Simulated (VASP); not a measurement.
SnTe: single point with PBEsol

The system is SnTe.

```
Sn Te
1.0
     0.00000    3.13531    3.13531
     3.13531    0.00000    3.13531
     3.13531    3.13531    0.00000
Sn Te
1 1
Direct
  0.00000 0.00000 0.00000
  0.50000 0.50000 0.50000
```

| Quantity | Value |
| --- | --- |
| Program | VASP 6.6.1 |
| Task | single point |
| Functional | PBEsol |
| Potentials or basis | VASP PAW PBE potentials, release 64 (Sn_d, Te) |
| Cutoff | 520 eV |
| k mesh | 11 × 11 × 11 |
| Occupations | fermi-dirac, width 0.08 eV |
| Spin | no spin polarisation |

```yaml
Pressure: 0.4 GPa
```

Levels at points of the mesh, in eV from the Fermi level:
```tsv
k point	band 7	band 8	band 9	band 10	band 11	band 12	band 13	band 14
(0.00, 0.00, 0.00)	-4.65	-2.17	-2.17	-2.17	3.37	3.37	3.37	4.69
```

Wall time 110 s on 1 thread of Intel Xeon 8259CL, on a shared host, peak memory 0.24 GiB.

Caveat: this odd mesh misses L, so gap, dielectric constants and Born charges aren't listed; the PAW data sets were made with another functional, which shifts forces and pressure a little; spin-orbit coupling is left out, which moves the levels of the heavy elements.
